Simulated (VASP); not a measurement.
A run of VASP 6.6.1:

Contents of INCAR:

```
SYSTEM = RuRh
ALGO = Normal ; EDIFF = 1E-6
ENCUT = 500 ; GGA = CA
GGA_COMPAT = .FALSE. ; ISIF = 2
ISMEAR = 1 ; LASPH = .TRUE.
LCHARG = .FALSE. ; LREAL = .FALSE.
LWAVE = .FALSE. ; NBANDS = 22
NELM = 120 ; PREC = Accurate
SIGMA = 0.3
```

File KPOINTS:

```
k-points
0
G
  9 9 5
  0 0 0
```

The input POSCAR:

```
RuRh
1.0
    2.7094150000      0.0000000000      0.0000000000
   -1.3547080000      2.3464220000      0.0000000000
    0.0000000000      0.0000000000      4.2983680000
Ru Rh
1 1
Direct
    0.0000000000      0.0000000000      0.5000000000
    0.6666670000      0.3333330000      0.0000000000
```

Potentials or basis: VASP PAW LDA potentials, release 64 (Ru_pv, Rh_pv).

Launch:

```sh
$ cat potpaw_LDA.64/Ru_pv/POTCAR potpaw_LDA.64/Rh_pv/POTCAR > POTCAR
$ mpirun -np 1 vasp_std > vasp.out
```

Hardware: 1 thread of Intel(R) Xeon(R) Platinum 8259CL CPU @ 2.50GHz (Skylake/Cascade Lake), with other jobs on the host.

Problem. Estimate the wall time of this run.

Solution. Run time: 12 s on 1 thread of Intel(R) Xeon(R) Platinum 8259CL CPU @ 2.50GHz (Skylake/Cascade Lake), on a shared host, peak memory 0.14 GiB. Counts: scf iterations 12, k points 36.
